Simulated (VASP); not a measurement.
The system is WC.

```
CELL_PARAMETERS angstrom
2.92168 0.00000 0.00000
-1.46084 2.53025 0.00000
0.00000 0.00000 2.84705
ATOMIC_POSITIONS crystal
W 0.00000 0.00000 0.00000
C 0.66667 0.33333 0.50000
```

Base run:

| Item | Value |
| --- | --- |
| Program | VASP 6.6.1 |
| Functional | r2SCAN |
| Potentials or basis | VASP PAW PBE potentials, release 64 (W_sv, C) |
| Cutoff | 520 eV |
| k mesh | 18 × 18 × 14 |
| Occupations | gaussian, width 0.1 eV |
| Spin | no spin polarisation |

Its results: band gap on the k mesh zero (bands 9 and 10 overlap by 1.30 eV); pressure -2.3 GPa.

Problem. The run is repeated on the same cell with these changes: functional from r2SCAN to LDA; potentials or basis from VASP PAW PBE potentials, release 64 (W_sv, C) to VASP PAW LDA potentials, release 64 (W_sv, C). What comes out?

Solution. Band gap on the k mesh zero (bands 9 and 10 overlap by 1.21 eV); pressure -12.7 GPa.

Caveats: spin-orbit coupling is left out, which moves the levels of the heavy elements; the PAW data sets were made with another functional, which shifts forces and pressure a little (at least some runs); the cell stands under tension (at least some runs).
